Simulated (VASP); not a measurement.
# Pt (Im-3m) in VASP: notebook

Aim: see how the results for Pt move with the level of theory and the settings. Levels: LDA, BLYP. Tasks: single point.

All numbers are computed with VASP 6.6.1; they aren't measurements. Logs are shortened: lines on timing, memory, paths and dates and some standing lists are left out, and cuts for length are marked.

### Step 1. The cell of the first run

It takes space group Im-3m (No. 229, cubic). The conventional cell has a = 3.168 Å, b = 3.168 Å, c = 3.168 Å, α = 90.00°, β = 90.00°, γ = 90.00°. Within 3.6 Å of Pt (site symmetry m-3m) lie 14 Pt at 2.74 to 3.17 Å.

### Step 2. Single point, LDA

INCAR reads:

```
SYSTEM = Pt
PREC = Accurate ; ENCUT = 520
EDIFF = 1E-6 ; ISMEAR = -1
SIGMA = 0.05 ; LREAL = .FALSE.
LASPH = .TRUE. ; NELM = 80
ALGO = Normal ; ISIF = 2
LWAVE = .FALSE. ; LCHARG = .FALSE.
NBANDS = 11
```

KPOINTS reads:

```
regular mesh
0
G
  12 12 12
  0 0 0
```

POSCAR reads:

```
Pt
1.0
   -1.5842200000      1.5842200000      1.5842200000
    1.5842200000     -1.5842200000      1.5842200000
    1.5842200000      1.5842200000     -1.5842200000
Pt
1
Direct
    0.0000000000      0.0000000000      0.0000000000
```

Potentials or basis: VASP PAW LDA potentials, release 64 (Pt).

On the command line:

```
cat potpaw_LDA.64/Pt/POTCAR > POTCAR
mpirun -np 1 vasp_std > vasp.out
```

OUTCAR:

```text
SYSTEM = Pt
   PREC = Accurate
   ENCUT = 520
   EDIFF = 1E-6
   ISMEAR = -1
   LREAL = .FALSE.
   LASPH = .TRUE.
   NELM = 80
   ISIF = 2

 ion  position               nearest neighbor table
   1  0.000  0.000  0.000-

  LATTYP: Found a body centered cubic cell.
 ALAT       =     3.1684400000

  Lattice vectors:

 A1 = (  -1.5842200000,   1.5842200000,   1.5842200000)
 A2 = (   1.5842200000,  -1.5842200000,   1.5842200000)
 A3 = (   1.5842200000,   1.5842200000,  -1.5842200000)

Analysis of symmetry for initial positions (statically):
=====================================================================
 Subroutine PRICEL returns:
 Original cell was already a primitive cell.

 Routine SETGRP: Setting up the symmetry group for a
 body centered cubic supercell.

 Subroutine GETGRP returns: Found 48 space group operations
[... 9 lines left out ...]

 Routine SETGRP: Setting up the symmetry group for a
 body centered cubic supercell.

 Subroutine GETGRP returns: Found 48 space group operations
[... 11 lines left out ...]
                                     Primitive cell

  volume of cell :      15.9040

  direct lattice vectors                    reciprocal lattice vectors
    -1.584220000  1.584220000  1.584220000     0.000000000  0.315612731  0.315612731
     1.584220000 -1.584220000  1.584220000     0.315612731  0.000000000  0.315612731
     1.584220000  1.584220000 -1.584220000     0.315612731  0.315612731  0.000000000

  length of vectors
     2.743949530  2.743949530  2.743949530     0.446343804  0.446343804  0.446343804

  position of ions in fractional coordinates (direct lattice)
     0.000000000  0.000000000  0.000000000

  ion indices of the primitive-cell ions
   primitive index   ion index
                 1           1

----------------------------------------------------------------------------------------

 KPOINTS: regular mesh

Automatic generation of k-mesh.
 Grid dimensions read from file:
 generate k-points for:   12   12   12

 Generating k-lattice:

  Cartesian coordinates                     Fractional coordinates (reciprocal lattice)
     0.000000000  0.026301061  0.026301061     0.083333333  0.000000000  0.000000000
     0.026301061  0.000000000  0.026301061     0.000000000  0.083333333  0.000000000
     0.026301061  0.026301061  0.000000000     0.000000000  0.000000000  0.083333333

  Length of vectors
     0.037195317  0.037195317  0.037195317

  Shift w.r.t. Gamma in fractional coordinates (k-lattice)
[... 54 lines left out ...]
   EDIFFG = 0.1E-04   stopping-criterion for IOM
   NSW    =      0    number of steps for IOM
   IBRION =     -1    ionic relax: 0-MD 1-quasi-New 2-CG
   NFREE  =      0    steps in history (QN), initial steepest desc. (CG)
   ISIF   =      2    stress and relaxation
   ISYM   =      2    0-nonsym 1-usesym 2-fastsym
   POTIM  = 0.5000    time-step for ionic-motion
   TEBEG  =    0.0;   TEEND  =   0.0 temperature during run
   PSTRESS=    0.0 pullay stress
   NELECT =      10.0000    total number of electrons
   NUPDOWN=      -1.0000    fix difference up-down
   EMIN   =  10.00;   EMAX   =-10.00  energy-range for DOS
   EFERMI =   0.00;   METHOD = LEGACY
   ISMEAR =    -1;   SIGMA  =   0.05  broadening in eV -4-tet -1-fermi 0-gaus
   EFERMI_NEDOS =   21; number of points for ismear=-14 and -15
   IALGO  =     38    algorithm
   IMIX   =      4    mixing-type and parameters
     AMIX     =   0.40;   BMIX     =  1.00
     AMIX_MAG =   1.60;   BMIX_MAG =  1.00
  volume/ion in A,a.u.               =      15.90       107.33
  Fermi-wavevector in a.u.,A,eV,Ry     =   1.402510  2.650360 26.763132  1.967035
  Thomas-Fermi vector in A             =   2.525265
   LORBIT       =      0    0 simple, 1 ext, 2 COOP (PROOUT), +10 PAW based schemes
   GGA     = CA    functional components
   LHFCALC =     F    Hartree Fock is set to
   AEXX    =    0.0000 exact exchange contribution
   IVDW    =     0    specifies the selected vdW correction
   LEPSILON=     F    determine dielectric tensor
   LRPA    =     F    only Hartree local field effects (RPA)
 non-spin polarized calculation
  energy-cutoff  :      520.00
  volume of cell :       15.90
 maximum number of plane-waves:       442
   NGX = 11   NGY = 11   NGZ = 11

 number of electron      10.0000000 magnetization

 Free energy of the ion-electron system (eV)
  ---------------------------------------------------
  ext. energy  EPLUGINS =         0.00000000
  ---------------------------------------------------
  free energy    TOTEN  =        -7.35853678 eV

  energy without entropy =       -7.35209734  energy(sigma->0) =       -7.35531706

 E-fermi :   9.8637     XC(G=0): -13.3761

 val. band max:        9.8045050410   @ k =   0.5000   0.5000   0.4167
 cond. band min:       9.8955175493   @ k =  -0.4167  -0.4167   0.1667
 fundamental gap:      0.0910125083
 Fermi energy:         9.8637209467

 k-point     1 :       0.0000    0.0000    0.0000
  band No.  band energies     occupation
      1       0.4796      2.00000
      2       6.4620      2.00000
      3       6.4620      2.00000
      4       6.4620      2.00000
      5       8.9764      2.00000
      6       8.9764      2.00000
      7      27.0063      0.00000
      8      27.0063      0.00000
      9      27.0063      0.00000
     10      37.0222      0.00000
     11      37.0259      0.00000
[... 309 lines left out ...]
 k-point    24 :       0.4167    0.0833    0.0833
  band No.  band energies     occupation
      1       3.8818      2.00000
      2       5.0559      2.00000
      3       8.3467      2.00000
      4       8.9186      2.00000
      5       9.3108      1.99997
      6      13.2964      0.00000
      7      15.8045      0.00000
      8      23.0654      0.00000
      9      23.7658      0.00000
     10      33.9331      0.00000
     11      34.4211      0.00000

 [... further k-points ...]

------------------------ aborting loop because EDIFF is reached ----------------------------------------

  FORCE on cell =-STRESS in cart. coord.  units (eV):
  Direction    XX          YY          ZZ          XY          YZ          ZX
  --------------------------------------------------------------------------------------
  -------------------------------------------------------------------------------------
  Total       -1.5486932     -1.5486932     -1.5486932      0.0000000     -0.0000000     -0.0000000
  in kB     -156.0161368   -156.0161368   -156.0161368      0.0000000     -0.0000000     -0.0000000
  external PRESSURE =    -156.0161368 kB  Pullay stress =       0.0000000 kB

 VOLUME and BASIS-vectors are now :
 -----------------------------------------------------------------------------
  energy-cutoff  :      520.00
  volume of cell :       15.90
      direct lattice vectors                 reciprocal lattice vectors
    -1.584220000  1.584220000  1.584220000     0.000000000  0.315612731  0.315612731
     1.584220000 -1.584220000  1.584220000     0.315612731  0.000000000  0.315612731
     1.584220000  1.584220000 -1.584220000     0.315612731  0.315612731  0.000000000

 POSITION                                       TOTAL-FORCE (eV/Angst)
 -----------------------------------------------------------------------------------
      0.00000      0.00000      0.00000         0.000000     -0.000000      0.000000
 -----------------------------------------------------------------------------------
    total drift:                                0.000000     -0.000000      0.000000

  FREE ENERGIE OF THE ION-ELECTRON SYSTEM (eV)
  ---------------------------------------------------
  free  energy   TOTEN  =        -7.3585367812 eV

  energy  without entropy=       -7.3520973387  energy(sigma->0) =       -7.35531706
```

stdout:

```text
POSCAR found type information on POSCAR Pt
 POSCAR found :  1 types and       1 ions
 scaLAPACK will be used
 LDA part: xc-table for (Slater(with rela. corr.)+CA(PZ))
 , standard interpolation
 POSCAR, INCAR and KPOINTS ok, starting setup
 FFT: planning ... GRIDC
 FFT: planning ... GRID_SOFT
 FFT: planning ... GRID
 WAVECAR not read
 entering main loop
```

Run time: 5.6 s. Hardware: 1 thread of Intel Xeon Platinum 8488C (Sapphire Rapids), shared host; peak memory 0.13 GiB.

What came out:

```
Free energy            : -7.3585 eV
Pressure               : -15.6 GPa
Band gap on the k mesh : zero (band 5 reaches 10.93 eV, above the bottom of band 6 at 8.82 eV)
```

Levels at points of the mesh, in eV from the Fermi level:
| k point | band 2 | band 3 | band 4 | band 5 | band 6 | band 7 | band 8 | band 9 |
| --- | --- | --- | --- | --- | --- | --- | --- | --- |
| (0.00, 0.00, 0.00) | -3.40 | -3.40 | -3.40 | -0.89 | -0.89 | 17.14 | 17.14 | 17.14 |
| (0.50, 0.00, 0.00) | -4.81 | -1.08 | -0.57 | 0.35 | 1.10 | 6.30 | 13.31 | 15.79 |
| (0.50, 0.50, 0.50) | -5.93 | 0.58 | 0.58 | 0.58 | 7.68 | 7.68 | 7.68 | 12.71 |

Caveat: spin-orbit coupling is left out, which moves the levels of the heavy elements.

### Step 3. Single point, BLYP

INCAR reads:

```
PREC = Accurate
ENCUT = 520
EDIFF = 1E-6
ISMEAR = -1
SIGMA = 0.05
LREAL = False
LASPH = True
NELM = 80
ALGO = Normal
ISIF = 2
LWAVE = False
LCHARG = False
GGA = B5
ALDAX = 1.0
AGGAX = 1.0
AGGAC = 1.0
ALDAC = 0.0
NBANDS = 11
```

KPOINTS reads:

```
regular mesh
0
Gamma
  12 12 12
```

POSCAR is that of step 2.

Potentials or basis: VASP PAW PBE potentials, release 64 (Pt).

On the command line:

```
cat potpaw_PBE.64/Pt/POTCAR > POTCAR
mpirun -np 1 vasp_std > vasp.out
```

Run time: 8.5 s. Hardware: 1 thread of Intel Xeon Platinum 8488C (Sapphire Rapids), shared host; peak memory 0.13 GiB.

It converged, with:

```yaml
Free_energy: -4.9066 eV
Pressure: 13.6 GPa
Band_gap_on_the_k_mesh: zero (band 5 reaches 11.67 eV, above the bottom of band 6 at 9.51 eV)
```

Levels at points of the mesh, in eV from the Fermi level:
| k point | band 1 | band 2 | band 3 | band 4 | band 5 | band 6 | band 7 | band 8 | band 9 | band 10 |
| --- | --- | --- | --- | --- | --- | --- | --- | --- | --- | --- |
| (0.00, 0.00, 0.00) | -9.22 | -3.41 | -3.41 | -3.41 | -0.94 | -0.94 | 17.42 | 17.42 | 17.42 | 27.32 |
| (0.50, 0.00, 0.00) | -6.39 | -4.80 | -1.13 | -0.63 | 0.61 | 1.10 | 6.32 | 13.57 | 15.90 | 24.16 |
| (0.50, 0.50, 0.50) | -5.91 | -5.91 | 0.58 | 0.58 | 0.58 | 7.88 | 7.88 | 7.88 | 12.67 | 19.39 |

Caveat: the PAW data sets were made with another functional, which shifts forces and pressure a little; spin-orbit coupling is left out, which moves the levels of the heavy elements.

### Step 4. Single point, BLYP

INCAR reads:

```
PREC = Accurate
ENCUT = 500
EDIFF = 1E-6
ISMEAR = -1
SIGMA = 0.05
LREAL = False
LASPH = True
NELM = 120
ALGO = Normal
ISIF = 2
LWAVE = False
LCHARG = False
GGA = B5
ALDAX = 1.0
AGGAX = 1.0
AGGAC = 1.0
ALDAC = 0.0
NBANDS = 15
GGA_COMPAT = False
```

KPOINTS is that of step 3.

POSCAR is that of step 3.

Potentials or basis: VASP PAW PBE potentials, release 64 (Pt_sv_GW).

On the command line:

```
cat potpaw_PBE.64/Pt_sv_GW/POTCAR > POTCAR
mpirun -np 1 vasp_std > vasp.out
```

Run time: 23 s. Hardware: 1 thread of Intel Xeon Platinum 8259CL at 2.50GHz (Skylake/Cascade Lake), shared host; peak memory 0.14 GiB.

Results (log left out):

```
Free energy            : -4.9576 eV
Pressure               : 10.7 GPa
Band gap on the k mesh : zero (band 9 reaches 11.16 eV, above the bottom of band 10 at 9.01 eV)
```

Levels at points of the mesh, in eV from the Fermi level:
```csv
k point,band 5,band 6,band 7,band 8,band 9,band 10,band 11,band 12,band 13,band 14
"(0.00, 0.00, 0.00)",-9.19,-3.41,-3.41,-3.41,-0.95,-0.95,17.42,17.42,17.42,27.36
"(0.50, 0.00, 0.00)",-6.38,-4.79,-1.13,-0.64,0.66,1.09,6.33,13.60,15.93,24.08
"(0.50, 0.50, 0.50)",-5.90,-5.90,0.57,0.57,0.57,7.93,7.93,7.93,12.70,19.44
```

Caveat: the PAW data sets were made with another functional, which shifts forces and pressure a little; spin-orbit coupling is left out, which moves the levels of the heavy elements.

### Step 5. The runs side by side

```tsv
level	potentials or basis	cutoff (eV)	second run	gap on the mesh (eV)	pressure (GPa)
LDA	VASP PAW LDA potentials, release 64 (Pt)	520	-	none	-15.6
BLYP	VASP PAW PBE potentials, release 64 (Pt)	520	-	none	13.6
BLYP	VASP PAW PBE potentials, release 64 (Pt_sv_GW)	500	valence_matched	none	10.7
```

Alike in all rows: task single point; no spin polarisation; cell as given; k mesh 12 × 12 × 12; smearing fermi-dirac 0.05 eV.

Caveats: spin-orbit coupling is left out, which moves the levels of the heavy elements; the PAW data sets were made with another functional, which shifts forces and pressure a little (some runs).

Total energies depend on the potentials used, so only differences within one code and one set of settings carry meaning.
